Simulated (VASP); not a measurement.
Ir, 1 atom in the cell. Symmetry: Pm-3m, No. 221, cubic system. The conventional cell has a = 2.168 Å, b = 2.168 Å, c = 2.168 Å, α = 90.00°, β = 90.00°, γ = 90.00°. Within 2.9 Å of Ir (site symmetry m-3m) lie 6 Ir at 2.17 Å.  This cell differs from its parent crystal: volume scaled by 0.6.

```yaml
Program: VASP 6.6.1
Task: single point
Functional: PBE
Potentials_or_basis: VASP PAW PBE potentials, release 64 (Ir)
Cutoff: 520 eV
k_mesh: 17 × 17 × 17
Occupations: fermi-dirac, width 0.08 eV
Spin: no spin polarisation
Dipole_correction: no
Further_INCAR_settings: ALGO = Normal; EDIFF = 1e-06; NBANDS = 10
```

Potentials or basis: VASP PAW PBE potentials, release 64 (Ir).

Run with:

```sh
$ cat potpaw_PBE.64/Ir/POTCAR > POTCAR
$ mpirun -np 1 vasp_std > vasp.out
```

Hardware: 1 thread of Intel(R) Xeon(R) Platinum 8259CL CPU @ 2.50GHz (Skylake/Cascade Lake), with other jobs on the host.

Q: How long does it take, and how much memory?

A: It took 6 s on 1 thread of Intel(R) Xeon(R) Platinum 8259CL CPU @ 2.50GHz (Skylake/Cascade Lake), on a shared host, peak memory 0.13 GiB. Counts: scf iterations 11, k points 165.
